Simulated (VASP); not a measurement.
# CO2 (Cmce) in VASP: further runs

Runs on CO2. Level: PBE+D3(BJ). Tasks: single point, relaxation of cell and atoms.

Program: VASP 6.6.1. These are calculated values, not measurements. Logs are shortened: lines on timing, memory, paths and dates and some standing lists are left out, and cuts for length are marked.

## 1. The cell of the first run

The structure is orthorhombic, space group Cmce (No. 64). The conventional cell has a = 4.774 Å, b = 4.362 Å, c = 6.065 Å, α = 90.00°, β = 90.00°, γ = 90.00°. Within 1.6 Å of C (site symmetry 2/m) lie 2 O at 1.16 Å. O (site symmetry m) has 1 C at 1.16 Å within 1.6 Å.

## 2. Single point, PBE+D3(BJ)

Input file INCAR:

```
PREC = Accurate
ENCUT = 520
EDIFF = 1E-7
ISMEAR = 0
SIGMA = 0.01
LREAL = F
LASPH = T
NELM = 100
ALGO = Normal
ISIF = 2
LWAVE = F
LCHARG = F
GGA = PE
IVDW = 12
NBANDS = 25
```

Input file KPOINTS:

```
Automatic mesh
0
Gamma
  8 8 4
```

Input file POSCAR:

```
CO2
1.0
    2.3870577377     -2.1808976826      0.0000000000
    2.3870577377      2.1808976826      0.0000000000
    0.0000000000      0.0000000000      6.0647841882
C O
2 4
Direct
    0.0000000000      0.0000000000      0.0000000000
    0.5000000000      0.5000000000      0.5000000000
    0.7863709600      0.2136290400      0.8850358427
    0.2136290400      0.7863709600      0.1149641573
    0.7136290400      0.2863709600      0.3850358427
    0.2863709600      0.7136290400      0.6149641573
```

Potentials or basis: VASP PAW PBE potentials, release 64 (C, O).

Launch:

```bash
> cat potpaw_PBE.64/C/POTCAR potpaw_PBE.64/O/POTCAR > POTCAR
> mpirun -np 1 vasp_std > vasp.out
```

OUTCAR:

```text
PREC = Accurate
   ENCUT = 520
   EDIFF = 1E-7
   ISMEAR = 0
   LREAL = F
   LASPH = T
   NELM = 100
   ISIF = 2
   GGA = PE
   IVDW = 12
 IVDW          = 12

 ion  position               nearest neighbor table
   1  0.000  0.000  0.000-   3 1.16   4 1.16
   2  0.500  0.500  0.500-   5 1.16   6 1.16
   3  0.786  0.214  0.885-   1 1.16
   4  0.214  0.786  0.115-   1 1.16
   5  0.714  0.286  0.385-   2 1.16
   6  0.286  0.714  0.615-   2 1.16

  LATTYP: Found a base centered orthorhombic cell.
 ALAT       =     4.3617953652
 B/A-ratio  =     1.0945299070
 C/A-ratio  =     1.3904329939

  Lattice vectors:

 A1 = (  -2.3870577377,  -2.1808976826,   0.0000000000)
 A2 = (   2.3870577377,  -2.1808976826,   0.0000000000)
 A3 = (   0.0000000000,   0.0000000000,   6.0647841882)

Analysis of symmetry for initial positions (statically):
=====================================================================
 Subroutine PRICEL returns:
 Original cell was already a primitive cell.

 Routine SETGRP: Setting up the symmetry group for a
 base centered orthorhombic supercell.

 Subroutine GETGRP returns: Found  8 space group operations
 (whereof  4 operations were pure point group operations)
 out of a pool of  8 trial point group operations.

The static configuration has the point symmetry C_2h.
 The point group associated with its full space group is D_2h.

Analysis of symmetry for dynamics (positions and initial velocities):
=====================================================================
 Subroutine PRICEL returns:
 Original cell was already a primitive cell.

 Routine SETGRP: Setting up the symmetry group for a
 base centered orthorhombic supercell.

 Subroutine GETGRP returns: Found  8 space group operations
 (whereof  4 operations were pure point group operations)
 out of a pool of  8 trial point group operations.

The dynamic configuration has the point symmetry C_2h.
 The point group associated with its full space group is D_2h.

 Subroutine INISYM returns: Found  8 space group operations
 (whereof  4 operations are pure point group operations),
 and found     1 'primitive' translations

----------------------------------------------------------------------------------------

                                     Primitive cell

  volume of cell :      63.1457

  direct lattice vectors                    reciprocal lattice vectors
     2.387057738 -2.180897683  0.000000000     0.209462885 -0.229263392  0.000000000
     2.387057738  2.180897683  0.000000000     0.209462885  0.229263392  0.000000000
     0.000000000  0.000000000  6.064784188     0.000000000  0.000000000  0.164886329

  length of vectors
     3.233320174  3.233320174  6.064784188     0.310542111  0.310542111  0.164886329

  position of ions in fractional coordinates (direct lattice)
     0.000000000  0.000000000  0.000000000
     0.500000000  0.500000000  0.500000000
     0.786370960  0.213629040  0.885035843
     0.213629040  0.786370960  0.114964157
     0.713629040  0.286370960  0.385035843
     0.286370960  0.713629040  0.614964157

  ion indices of the primitive-cell ions
   primitive index   ion index
                 1           1
                 2           2
                 3           3
                 4           4
                 5           5
                 6           6

----------------------------------------------------------------------------------------

 KPOINTS: Automatic mesh

Automatic generation of k-mesh.
 Grid dimensions read from file:
 generate k-points for:    8    8    4

 Generating k-lattice:

  Cartesian coordinates                     Fractional coordinates (reciprocal lattice)
     0.026182861 -0.028657924  0.000000000     0.125000000 -0.000000000  0.000000000
     0.026182861  0.028657924  0.000000000    -0.000000000  0.125000000  0.000000000
     0.000000000  0.000000000  0.041221582     0.000000000  0.000000000  0.250000000

  Length of vectors
     0.038817764  0.038817764  0.041221582

  Shift w.r.t. Gamma in fractional coordinates (k-lattice)
     0.000000000  0.000000000  0.000000000

 Subroutine IBZKPT returns following result:
 ===========================================

 Found     63 irreducible k-points:

 Following reciprocal coordinates:
            Coordinates               Weight
  0.000000  0.000000  0.000000      1.000000
  0.125000  0.000000  0.000000      4.000000
  0.250000  0.000000  0.000000      4.000000
  0.375000  0.000000  0.000000      4.000000
  0.500000  0.000000  0.000000      2.000000
  0.125000  0.125000  0.000000      2.000000
[... 16 lines left out ...]
  0.125000  0.000000  0.250000      8.000000
  0.250000  0.000000  0.250000      8.000000
 [... further k-points ...]
   k-points           NKPTS =     63   k-points in BZ     NKDIM =     63   number of bands    NBANDS=     25
   number of dos      NEDOS =    301   number of ions     NIONS =      6
   total plane-waves  NPLWV =  27648
   dimension x,y,z NGX =    24 NGY =   24 NGZ =   48
   dimension x,y,z NGXF=    48 NGYF=   48 NGZF=   96
   ions per type =               2   4
   NGX,Y,Z   is equivalent  to a cutoff of  12.34, 12.34, 13.16 a.u.
   NGXF,Y,Z  is equivalent  to a cutoff of  24.68, 24.68, 26.32 a.u.
 SYSTEM =  unknown system
   PREC   = accura    normal or accurate (medium, high low for compatibility)
   ISTART =      0    job   : 0-new  1-cont  2-samecut
   ICHARG =      2    charge: 1-file 2-atom 10-const
   ISPIN  =      1    spin polarized calculation?
   LNONCOLLINEAR =      F non collinear calculations
   LSORBIT =      F    spin-orbit coupling
   LASPH  =      T    aspherical Exc in radial PAW
   ENCUT  =  520.0 eV  38.22 Ry    6.18 a.u.   6.01  6.01 11.28*2*pi/ulx,y,z
   NELM   =    100;   NELMIN=  2; NELMDL= -5     # of ELM steps
   EDIFF  = 0.1E-06   stopping-criterion for ELM
   LREAL  =      F    real-space projection
   EDIFFG = 0.1E-05   stopping-criterion for IOM
   NSW    =      0    number of steps for IOM
   IBRION =     -1    ionic relax: 0-MD 1-quasi-New 2-CG
   NFREE  =      0    steps in history (QN), initial steepest desc. (CG)
   ISIF   =      2    stress and relaxation
   ISYM   =      2    0-nonsym 1-usesym 2-fastsym
   POTIM  = 0.5000    time-step for ionic-motion
   TEBEG  =    0.0;   TEEND  =   0.0 temperature during run
   PSTRESS=    0.0 pullay stress
   NELECT =      32.0000    total number of electrons
   NUPDOWN=      -1.0000    fix difference up-down
   EMIN   =  10.00;   EMAX   =-10.00  energy-range for DOS
   EFERMI =   0.00;   METHOD = LEGACY
   ISMEAR =     0;   SIGMA  =   0.01  broadening in eV -4-tet -1-fermi 0-gaus
   EFERMI_NEDOS =   21; number of points for ismear=-14 and -15
   IALGO  =     38    algorithm
   IMIX   =      4    mixing-type and parameters
     AMIX     =   0.40;   BMIX     =  1.00
     AMIX_MAG =   1.60;   BMIX_MAG =  1.00
  volume/ion in A,a.u.               =      10.52        71.02
  Fermi-wavevector in a.u.,A,eV,Ry     =   1.305200  2.466470 23.178154  1.703546
  Thomas-Fermi vector in A             =   2.436085
   LORBIT       =      0    0 simple, 1 ext, 2 COOP (PROOUT), +10 PAW based schemes
   GGA     = PE    functional components
   LHFCALC =     F    Hartree Fock is set to
   AEXX    =    0.0000 exact exchange contribution
   IVDW    =    12    specifies the selected vdW correction
   LEPSILON=     F    determine dielectric tensor
   LRPA    =     F    only Hartree local field effects (RPA)
 non-spin polarized calculation
 Gauss-broadening in eV      SIGMA  =   0.01
  energy-cutoff  :      520.00
  volume of cell :       63.15
 maximum number of plane-waves:      1724
   NGX = 11   NGY = 11   NGZ = 23

 number of electron      32.0000009 magnetization

 Free energy of the ion-electron system (eV)
  ---------------------------------------------------
  ext. energy  EPLUGINS =         0.00000000
  ---------------------------------------------------
  free energy    TOTEN  =       -45.28262612 eV

  energy without entropy =      -45.28262612  energy(sigma->0) =      -45.28262612

 E-fermi :  -0.9239     XC(G=0):  -9.5880

 val. band max:       -0.9645829379   @ k =   0.5000   0.5000   0.0000
 cond. band min:       5.2406955816   @ k =   0.0000   0.0000   0.0000
 fundamental gap:      6.2052785196
 Fermi energy:        -0.9238927105

 k-point     1 :       0.0000    0.0000    0.0000
  band No.  band energies     occupation
      1     -22.5521      2.00000
      2     -22.1290      2.00000
      3     -21.0552      2.00000
      4     -20.8371      2.00000
      5      -7.0817      2.00000
      6      -6.5888      2.00000
[... 17 lines left out ...]
     24      16.0061      0.00000
     25      16.5040      0.00000

 k-point     2 :       0.1250    0.0000    0.0000
  band No.  band energies     occupation
      1     -22.5015      2.00000
      2     -22.1027      2.00000
      3     -21.0588      2.00000
      4     -20.8644      2.00000
      5      -7.1994      2.00000
      6      -6.5529      2.00000
[... 17 lines left out ...]
     24      15.5444      0.00000
     25      16.3398      0.00000

 k-point     3 :       0.2500    0.0000    0.0000
  band No.  band energies     occupation
      1     -22.3651      2.00000
      2     -22.0416      2.00000
      3     -21.0716      2.00000
      4     -20.9394      2.00000
      5      -7.3740      2.00000
      6      -6.6571      2.00000
[... 552 lines left out ...]
 k-point    23 :       0.1250    0.0000    0.2500
  band No.  band energies     occupation
      1     -22.4519      2.00000
      2     -22.1730      2.00000
      3     -21.0185      2.00000
      4     -20.8843      2.00000
      5      -7.1745      2.00000
      6      -6.7171      2.00000
[... 17 lines left out ...]
     24      15.8270      0.00000
     25      16.3717      0.00000

 k-point    24 :       0.2500    0.0000    0.2500
  band No.  band energies     occupation
      1     -22.3233      2.00000
      2     -22.0961      2.00000
      3     -21.0455      2.00000
      4     -20.9535      2.00000
      5      -7.2974      2.00000
      6      -6.6884      2.00000
[... 17 lines left out ...]
     24      15.1764      0.00000
     25      15.8720      0.00000

 [... further k-points ...]

------------------------ aborting loop because EDIFF is reached ----------------------------------------

 Edisp (eV)   -0.61899

 E8    (eV) :    -0.1624

  FORCE on cell =-STRESS in cart. coord.  units (eV):
  Direction    XX          YY          ZZ          XY          YZ          ZX
  --------------------------------------------------------------------------------------
  -------------------------------------------------------------------------------------
  Total       3.39470     5.33443     4.44320     0.00000     0.00000     0.00000
  in kB      86.13288   135.34912   112.73616     0.00000     0.00000     0.00000
  external pressure =      111.41 kB  Pullay stress =        0.00 kB

 VOLUME and BASIS-vectors are now :
 -----------------------------------------------------------------------------
  energy-cutoff  :      520.00
  volume of cell :       63.15
      direct lattice vectors                 reciprocal lattice vectors
     2.387057738 -2.180897683  0.000000000     0.209462885 -0.229263392  0.000000000
     2.387057738  2.180897683  0.000000000     0.209462885  0.229263392  0.000000000
     0.000000000  0.000000000  6.064784188     0.000000000  0.000000000  0.164886329

 POSITION                                       TOTAL-FORCE (eV/Angst)
 -----------------------------------------------------------------------------------
      0.00000      0.00000      0.00000        -0.000000     -0.000000      0.000000
      2.38706      0.00000      3.03239         0.000000     -0.000000      0.000000
      2.38706     -1.24909      5.36755        -0.000000      0.527038     -0.392279
      2.38706      1.24909      0.69723        -0.000000     -0.527038      0.392279
      2.38706     -0.93181      2.33516        -0.000000     -0.527038     -0.392279
      2.38706      0.93181      3.72962        -0.000000      0.527038      0.392279
 -----------------------------------------------------------------------------------
    total drift:                                0.000000      0.000000      0.000000

  FREE ENERGIE OF THE ION-ELECTRON SYSTEM (eV)
  ---------------------------------------------------
  free  energy   TOTEN  =       -45.9016198860 eV

  energy  without entropy=      -45.9016198860  energy(sigma->0) =      -45.90161989
```

Wall time 26 s (1 thread of Intel Xeon 6975P-C (Granite Rapids), shared host); peak memory 0.22 GiB.

Results:

| Item | Value |
| --- | --- |
| Free energy | -45.9016 eV |
| Pressure | 11.1 GPa |
| Largest force | 0.657 eV/Å |
| Band gap on the k mesh | 6.21 eV (least direct gap 7.16 eV) |
| Dispersion energy per atom | -0.103 eV |

Forces in eV/Å, atoms in the order of the input:
```
C    0.000  0.000  0.000
C    0.000  0.000  0.000
O    0.000  0.527 -0.392
O    0.000 -0.527  0.392
O    0.000 -0.527 -0.392
O    0.000  0.527  0.392
```

Levels at points of the mesh, in eV from the valence-band top:
| k point | band 13 | band 14 | band 15 | band 16 | band 17 | band 18 | band 19 | band 20 |
| --- | --- | --- | --- | --- | --- | --- | --- | --- |
| (0.00, 0.00, 0.00) | -1.62 | -1.61 | -1.00 | -0.96 | 6.21 | 6.94 | 7.03 | 7.26 |
| (0.50, 0.00, 0.00) | -1.12 | -1.12 | -0.44 | -0.44 | 6.97 | 6.97 | 8.53 | 8.53 |
| (0.50, 0.50, 0.00) | -1.77 | -1.24 | -0.63 | 0.00 | 7.32 | 8.96 | 9.12 | 9.24 |
| (0.00, 0.00, 0.50) | -1.28 | -1.28 | -1.27 | -1.27 | 6.71 | 6.71 | 7.77 | 7.77 |
| (0.50, 0.00, 0.50) | -1.26 | -1.26 | -0.38 | -0.38 | 7.10 | 7.10 | 8.61 | 8.61 |
| (0.50, 0.50, 0.50) | -1.24 | -1.24 | -0.57 | -0.57 | 8.26 | 8.26 | 9.02 | 9.02 |

Caveat: the cell stands under pressure. A k mesh can miss the band edges.

(Continued in part 2 of 2.)
